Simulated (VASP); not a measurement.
# AgI (F-43m) in VASP: further runs

AgI is run at these levels: PBE; tasks: electric field gradients.

Program: VASP 6.6.1. These are calculated values, not measurements. Logs are shortened: lines on timing, memory, paths and dates and some standing lists are left out, and cuts for length are marked.

## 1. The cell of the first run

The structure is cubic, space group F-43m (No. 216). The conventional cell has a = 6.386 Å, b = 6.386 Å, c = 6.386 Å, α = 90.00°, β = 90.00°, γ = 90.00°. Within 3.6 Å of Ag (site symmetry -43m) lie 4 I at 2.77 Å. I (site symmetry -43m) has 4 Ag at 2.77 Å within 3.6 Å.

## 2. Electric field gradients, PBE (32.55 Å³/atom)

INCAR reads:

```
ALGO = Normal
EDIFF = 1E-8
ENCUT = 400
GGA = PE
GGA_COMPAT = False
ISIF = 2
ISMEAR = -1
LASPH = True
LCHARG = False
LEFG = True
LREAL = False
LWAVE = False
NBANDS = 16
NELM = 120
PREC = Accurate
SIGMA = 0.01
```

KPOINTS reads:

```
k-points
0
Gamma
  7 7 7
```

POSCAR reads:

```
AgI
1.0
    0.0000000000      3.1927581514      3.1927581514
    3.1927581514      0.0000000000      3.1927581514
    3.1927581514      3.1927581514      0.0000000000
Ag I
1 1
Direct
    0.0000000000      0.0000000000      0.0000000000
    0.7500000000      0.7500000000      0.7500000000
```

Potentials or basis: VASP PAW PBE potentials, release 64 (Ag, I).

Launch:

```sh
$ cat potpaw_PBE.64/Ag/POTCAR potpaw_PBE.64/I/POTCAR > POTCAR
$ mpirun -np 1 vasp_std > vasp.out
```

OUTCAR:

```text
EDIFF = 1E-8
   ENCUT = 400
   GGA = PE
   ISIF = 2
   ISMEAR = -1
   LASPH = True
   LREAL = False
   NELM = 120
   PREC = Accurate

 ion  position               nearest neighbor table
   1  0.000  0.000  0.000-   2 2.77   2 2.77   2 2.77   2 2.77
   2  0.750  0.750  0.750-   1 2.77   1 2.77   1 2.77   1 2.77

  LATTYP: Found a face centered cubic cell.
 ALAT       =     6.3855163028

  Lattice vectors:

 A1 = (   0.0000000000,   3.1927581514,   3.1927581514)
 A2 = (   3.1927581514,   0.0000000000,   3.1927581514)
 A3 = (   3.1927581514,   3.1927581514,   0.0000000000)

Analysis of symmetry for initial positions (statically):
=====================================================================
 Subroutine PRICEL returns:
 Original cell was already a primitive cell.

 Routine SETGRP: Setting up the symmetry group for a
 face centered cubic supercell.

 Subroutine GETGRP returns: Found 24 space group operations
 (whereof 24 operations were pure point group operations)
 out of a pool of 48 trial point group operations.

The static configuration has the point symmetry T_d .

Analysis of symmetry for dynamics (positions and initial velocities):
=====================================================================
 Subroutine PRICEL returns:
 Original cell was already a primitive cell.

 Routine SETGRP: Setting up the symmetry group for a
 face centered cubic supercell.

 Subroutine GETGRP returns: Found 24 space group operations
 (whereof 24 operations were pure point group operations)
 out of a pool of 48 trial point group operations.

The dynamic configuration has the point symmetry T_d .

 Subroutine INISYM returns: Found 24 space group operations
 (whereof 24 operations are pure point group operations),
 and found     1 'primitive' translations

----------------------------------------------------------------------------------------

                                     Primitive cell

  volume of cell :      65.0921

  direct lattice vectors                    reciprocal lattice vectors
     0.000000000  3.192758151  3.192758151    -0.156604408  0.156604408  0.156604408
     3.192758151  0.000000000  3.192758151     0.156604408 -0.156604408  0.156604408
[... 118 lines left out ...]
 number of electron      18.0000008 magnetization

 Free energy of the ion-electron system (eV)
  ---------------------------------------------------
  ext. energy  EPLUGINS =         0.00000000
  ---------------------------------------------------
  free energy    TOTEN  =        -4.70953265 eV

  energy without entropy =       -4.70953265  energy(sigma->0) =       -4.70953265

 E-fermi :   3.9904     XC(G=0):  -8.6665

 val. band max:        3.7197498607   @ k =   0.0000   0.0000   0.0000
 cond. band min:       5.0628884639   @ k =   0.0000   0.0000   0.0000
 fundamental gap:      1.3431386032
 Fermi energy:         3.9904285299

 k-point     1 :       0.0000    0.0000    0.0000
  band No.  band energies     occupation
      1      -9.3795      2.00000
      2      -0.8191      2.00000
      3      -0.8191      2.00000
      4      -0.8191      2.00000
      5       0.4114      2.00000
      6       0.4114      2.00000
[... 357 lines left out ...]
      3      -0.5126      2.00000
      4      -0.2809      2.00000
      5       0.3374      2.00000
      6       0.5434      2.00000
[... 8 lines left out ...]
     15      14.5056      0.00000
     16      16.2976      0.00000

------------------------ aborting loop because EDIFF is reached ----------------------------------------

  FORCE on cell =-STRESS in cart. coord.  units (eV):
  Direction    XX          YY          ZZ          XY          YZ          ZX
  --------------------------------------------------------------------------------------
  -------------------------------------------------------------------------------------
  Total        1.5173513      1.5173513      1.5173513      0.0000000      0.0000000     -0.0000000
  in kB       37.3481130     37.3481130     37.3481130      0.0000000      0.0000000     -0.0000000
  external PRESSURE =      37.3481130 kB  Pullay stress =       0.0000000 kB

 VOLUME and BASIS-vectors are now :
 -----------------------------------------------------------------------------
  energy-cutoff  :      400.00
  volume of cell :       65.09
      direct lattice vectors                 reciprocal lattice vectors
     0.000000000  3.192758151  3.192758151    -0.156604408  0.156604408  0.156604408
     3.192758151  0.000000000  3.192758151     0.156604408 -0.156604408  0.156604408
     3.192758151  3.192758151  0.000000000     0.156604408  0.156604408 -0.156604408

 POSITION                                       TOTAL-FORCE (eV/Angst)
 -----------------------------------------------------------------------------------
      0.00000      0.00000      0.00000         0.000000      0.000000      0.000000
      4.78914      4.78914      4.78914        -0.000000     -0.000000     -0.000000
 -----------------------------------------------------------------------------------
    total drift:                               -0.000000     -0.000000      0.000000

  FREE ENERGIE OF THE ION-ELECTRON SYSTEM (eV)
  ---------------------------------------------------
  free  energy   TOTEN  =        -4.7095326491 eV

  energy  without entropy=       -4.7095326491  energy(sigma->0) =       -4.70953265

 Electric field gradients (V/A^2)
---------------------------------------------------------------------
 ion       V_xx      V_yy      V_zz      V_xy      V_xz      V_yz
---------------------------------------------------------------------
   1       0.000     0.000     0.000     0.001     0.001     0.001
   2      -0.000    -0.000    -0.000     0.000     0.000     0.000
---------------------------------------------------------------------

 Electric field gradients after diagonalization (V/A^2)
 (convention: |V_zz| > |V_xx| > |V_yy|)
----------------------------------------------------------------------
 ion       V_xx      V_yy      V_zz     asymmetry (V_yy - V_xx)/ V_zz
----------------------------------------------------------------------
   1      -0.001    -0.001     0.002       0.000
   2      -0.000    -0.000     0.001       0.000
----------------------------------------------------------------------

           NMR quadrupolar parameters

 Cq : quadrupolar parameter    Cq=e*Q*V_zz/h
 eta: asymmetry parameters     (V_yy - V_xx)/ V_zz
 Q  : nuclear electric quadrupole moment in mb (millibarn)
----------------------------------------------------------------------
 ion       Cq(MHz)       eta       Q (mb)
----------------------------------------------------------------------
   1       0.000       0.000       1.000
   2       0.000       0.000       1.000
----------------------------------------------------------------------
```

OSZICAR:

```text
N       E                     dE             d eps       ncg     rms          rms(c)
DAV:   1     0.749420287091E+02    0.74942E+02   -0.67799E+03   704   0.764E+02
DAV:   2    -0.226814015275E+01   -0.77210E+02   -0.73115E+02   800   0.175E+02
DAV:   3    -0.476532474400E+01   -0.24972E+01   -0.24931E+01   776   0.319E+01
DAV:   4    -0.480805439802E+01   -0.42730E-01   -0.42728E-01  1008   0.388E+00
DAV:   5    -0.480814922425E+01   -0.94826E-04   -0.94826E-04   832   0.173E-01    0.594E+00
DAV:   6    -0.471106699864E+01    0.97082E-01   -0.27368E-01   728   0.729E+00    0.441E+00
DAV:   7    -0.470935609819E+01    0.17109E-02   -0.43792E-02   696   0.120E+00    0.183E+00
DAV:   8    -0.470927634243E+01    0.79756E-04   -0.21676E-03   768   0.383E-01    0.256E-01
DAV:   9    -0.470945620553E+01   -0.17986E-03   -0.35009E-04   784   0.203E-01    0.628E-02
DAV:  10    -0.470949796449E+01   -0.41759E-04   -0.23378E-05   824   0.459E-02    0.219E-02
DAV:  11    -0.470953305907E+01   -0.35095E-04   -0.50226E-05   752   0.468E-02    0.173E-02
DAV:  12    -0.470953251389E+01    0.54518E-06   -0.16514E-06   776   0.125E-02    0.124E-02
DAV:  13    -0.470953257327E+01   -0.59382E-07   -0.10418E-06   776   0.553E-03    0.173E-03
DAV:  14    -0.470953262784E+01   -0.54569E-07   -0.20748E-07   800   0.407E-03    0.429E-03
DAV:  15    -0.470953265968E+01   -0.31842E-07   -0.15276E-08   720   0.112E-03    0.182E-03
DAV:  16    -0.470953267167E+01   -0.11996E-07   -0.21886E-08   784   0.852E-04    0.627E-04
DAV:  17    -0.470953265638E+01    0.15299E-07   -0.12530E-09   432   0.248E-04    0.161E-04
DAV:  18    -0.470953264907E+01    0.73055E-08   -0.10410E-10   432   0.887E-05
   1 F= -.47095326E+01 E0= -.47095326E+01  d E =-.862241E-14
```

stdout:

```text
POSCAR found type information on POSCAR AgI
 POSCAR found :  2 types and       2 ions
 scaLAPACK will be used
 LDA part: xc-table for (Slater+PW92), standard interpolation
 POSCAR, INCAR and KPOINTS ok, starting setup
 FFT: planning ... GRIDC
 FFT: planning ... GRID_SOFT
 FFT: planning ... GRID
 WAVECAR not read
 entering main loop
ion   1

ion   2
```

Wall time 45 s (1 thread of Intel Xeon 8259CL, shared host); peak memory 0.17 GiB.

What came out:

```yaml
Free_energy: -4.7095 eV
Pressure: 3.7 GPa
Band_gap_on_the_k_mesh: 1.34 eV
Largest_electric_field_gradient_by_atom: zero within the noise of the run
```

Caveat: the cell stands under pressure; spin-orbit coupling is left out, which moves the levels of the heavy elements.

[end of part 1 of 3]
